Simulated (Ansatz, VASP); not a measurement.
MnO: VASP beside Ansatz

INCAR

```
PREC     = Accurate       # precision mode
ENCUT    = 600            # plane-wave cutoff, eV
EDIFF    = 1E-6           # SCF threshold, eV
ISMEAR   = -1             # smearing method
SIGMA    = 0.05           # smearing width, eV
LREAL    = False          # projectors in reciprocal space
LASPH    = True           # aspherical terms in the spheres
NELM     = 150            # most SCF steps
ALGO     = Normal         # electronic algorithm
ISIF     = 3              # what is computed and relaxed
LWAVE    = False          # write WAVECAR
LCHARG   = False          # write CHGCAR
ISPIN    = 2              # spin polarisation
MAGMOM   = 4 0            # initial moments
LORBIT   = 11             # projections on sites
LMAXMIX  = 4              # l up to which the mixer works
GGA      = PS             # functional
IBRION   = 2              # ionic algorithm
NSW      = 60             # ionic steps
EDIFFG   = -0.01          # ionic threshold
```

File KPOINTS:

```
regular mesh
0
Gamma
  10 10 10
```

POSCAR

```
MnO
1.0
    0.0000000000      2.2239077028      2.2239077028
    2.2239077028      0.0000000000      2.2239077028
    2.2239077028      2.2239077028      0.0000000000
Mn O
1 1
Direct
    0.0000000000      0.0000000000      0.0000000000
    0.5000000000      0.5000000000      0.5000000000
```

input.yaml

```yaml
crystal:
  lattice:
    - [0.0, 2.2239077028, 2.2239077028]
    - [2.2239077028, 0.0, 2.2239077028]
    - [2.2239077028, 2.2239077028, 0.0]
  atoms:
    - { symbol: Mn, position: [0.0, 0.0, 0.0], spin: 4.0 }
    - { symbol: O, position: [0.5, 0.5, 0.5] }
hamiltonian:
  xc: pbesol
  pseudopotentials: { kind: paw }
magnetization:
  spin_polarized: true
kpoints:
  mp_grid: { grid: [10, 10, 10] }
scf:
  occupations: { method: fermi_dirac, width: 0.05 }
output:
  forces: true
  stress: true
relax:
  f_tol: 0.01
  max_steps: 40
  cell: { stress_tol: 0.05 }
```

Alike in both runs: task relaxation of cell and atoms; functional PBEsol; k mesh 10 × 10 × 10; occupations fermi-dirac, width 0.05 eV; collinear spin.

|  | VASP | Ansatz |
| --- | --- | --- |
| version | VASP 6.6.1 | Ansatz 0.2.0 |
| potentials or method | VASP PAW PBE potentials, release 64 (Mn_pv, O) | Ansatz PAW |
| plane-wave cutoff (eV) | 600 | 420 |
| valence electrons in the cell | 19 | 21 |

Ansatz gave:

```
net moment per atom (μB)                                      : 2.22
size of the moment on the site where the two differ most (μB) : 3.76
relaxed volume (Å³/atom)                                      : 10.12
relaxed cell length with the largest relative difference (Å)  : 3.059
```

Task: What did VASP give for the same quantities?

Result: net moment per atom (μB): 2.23; size of the moment on the site where the two differ most (μB): 4.08; relaxed volume (Å³/atom): 10.15; relaxed cell length with the largest relative difference (Å): 3.062.

VASP's potentials were made for PBE, not for PBEsol. Site moments also hang on the region over which each program counts them. VASP's potentials hold 19 valence electrons a cell and Ansatz's 21, so a difference there can come from the potentials and not from the codes.

Noted on Ansatz's run: the plane-wave basis is chosen anew once the cell has moved, so the energies of steps on either side of that aren't comparable.
